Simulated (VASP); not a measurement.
Input of a VASP 6.6.1 run:

File INCAR:

```
SYSTEM = CdTe
ALGO = Normal
EDIFF = 1E-7
ENCUT = 520
GGA = PE
ISIF = 2
ISMEAR = -1
LASPH = .TRUE.
LCHARG = .TRUE.
LELF = .TRUE.
LREAL = .FALSE.
LVHAR = .TRUE.
LWAVE = .FALSE.
NBANDS = 26
NELM = 60
PREC = Accurate
SIGMA = 0.05
```

KPOINTS

```
k-points
0
G
  6 6 5
  0 0 0
```

POSCAR

```
CdTe
1.0
    3.0447179573     -3.0738391863      0.0000000000
    3.0447179573      3.0738391863      0.0000000000
    0.0000000000      0.0000000000      6.0497739093
Te Cd
2 2
Direct
    0.2338630000      0.7661370000      0.2500000000
    0.7661370000      0.2338630000      0.7500000000
    0.7229700000      0.2770300000      0.2500000000
    0.2770300000      0.7229700000      0.7500000000
```

Potentials or basis: VASP PAW PBE potentials, release 64 (Te, Cd).

Command:

```bash
$ cat potpaw_PBE.64/Te/POTCAR potpaw_PBE.64/Cd/POTCAR > POTCAR
$ mpirun -np 1 vasp_std > vasp.out
```

(1) Estimate the pressure.

(2) Predict the largest force.

(3) Predict the band gap on the k mesh.

Results:

(1) 0.9 GPa.

(2) 0.054 eV/Å.

(3) zero (band 18 reaches 4.05 eV, above the bottom of band 19 at 2.72 eV).

Caveat: spin-orbit coupling is left out, which moves the levels of the heavy elements.
